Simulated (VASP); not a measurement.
# TaN: single point with LDA+U

TaN:

```
Ta N
1.0
     2.93800    0.00000    0.00000
    -1.46900    2.54438    0.00000
     0.00000    0.00000    2.88300
Ta N
1 1
Direct
  0.00000 0.00000 0.50000
  0.66667 0.33333 0.00000
```

```yaml
Program: VASP 6.6.1
Task: single point
Functional: LDA
Potentials_or_basis: VASP PAW LDA potentials, release 64 (Ta_pv, N)
Cutoff: 520 eV
k_mesh: 10 × 10 × 9
Occupations: fermi-dirac, width 0.05 eV
Spin: no spin polarisation
Hubbard_terms: Ta d U = 4.0 eV
```

* Pressure: 3.0 GPa
* Band gap on the k mesh: zero (band 8 reaches 8.96 eV, above the bottom of band 9 at 8.63 eV)

Stress tensor (GPa, compression positive):
```
2.92 0.00 0.00
0.00 2.92 0.00
0.00 0.00 3.03
```

Levels at points of the mesh, in eV from the Fermi level:
```csv
k point,band 5,band 6,band 7,band 8,band 9,band 10,band 11,band 12
"(0.00, 0.00, 0.00)",-4.77,-4.77,-4.45,-3.29,1.82,3.41,3.41,4.25
"(0.50, 0.00, 0.00)",-8.70,-5.32,-3.67,-3.52,3.22,3.86,5.15,5.26
```

Eigenvalues of the final occupation matrices:
| site | spin | trace | eigenvalues |
| --- | --- | --- | --- |
| site 1 d | 1 | 1.19 | 0.18 0.18 0.26 0.26 0.31 |
| site 1 d | 2 | 1.19 | 0.18 0.18 0.26 0.26 0.31 |

It took 9 s on 1 thread of Intel(R) Xeon(R) Platinum 8488C (Sapphire Rapids), on a shared host, peak memory 0.14 GiB.

Caveat: spin-orbit coupling is left out, which moves the levels of the heavy elements; U without spin polarisation on a metal has little footing.
